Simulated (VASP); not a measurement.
ScF3, 4 atoms in the cell. The structure is trigonal, space group R-3m (No. 166). Conventional cell: a = 5.703 Å, b = 5.703 Å, c = 6.880 Å, α = 90.00°, β = 90.00°, γ = 120.00°. Within 2.7 Å of Sc (site symmetry -3m) lie 6 F at 2.01 Å. F (site symmetry 2/m) has 2 Sc at 2.01 Å within 2.7 Å.  This cell differs from its parent crystal: equal xy, yz and zx shear strains of -1 %.

| Property | Result |
| --- | --- |
| Program | VASP 6.6.1 |
| Task | electric field gradients |
| Functional | LDA |
| Potentials or basis | VASP PAW LDA potentials, release 64 (Sc_sv, F) |
| Cutoff | 520 eV |
| k mesh | 6 × 6 × 6 |
| Occupations | fermi-dirac, width 0.02 eV |
| Spin | no spin polarisation |
| Dipole correction | no |
| Further INCAR settings | ALGO = Normal; EDIFF = 1e-08; NBANDS = 24 |

Potentials or basis: VASP PAW LDA potentials, release 64 (Sc_sv, F).

Launch:

```console
$ cat potpaw_LDA.64/Sc_sv/POTCAR potpaw_LDA.64/F/POTCAR > POTCAR
$ mpirun -np 1 vasp_std > vasp.out
```

Hardware: 1 thread of Intel(R) Xeon(R) Platinum 8375C CPU @ 2.90GHz (Ice Lake), with other jobs on the host.

Task: How long does it take, and how much memory?

Result: Run time: 77 s on 1 thread of Intel(R) Xeon(R) Platinum 8375C CPU @ 2.90GHz (Ice Lake), with other jobs on the host, peak memory 0.17 GiB. Counts: scf iterations 17, k points 32.
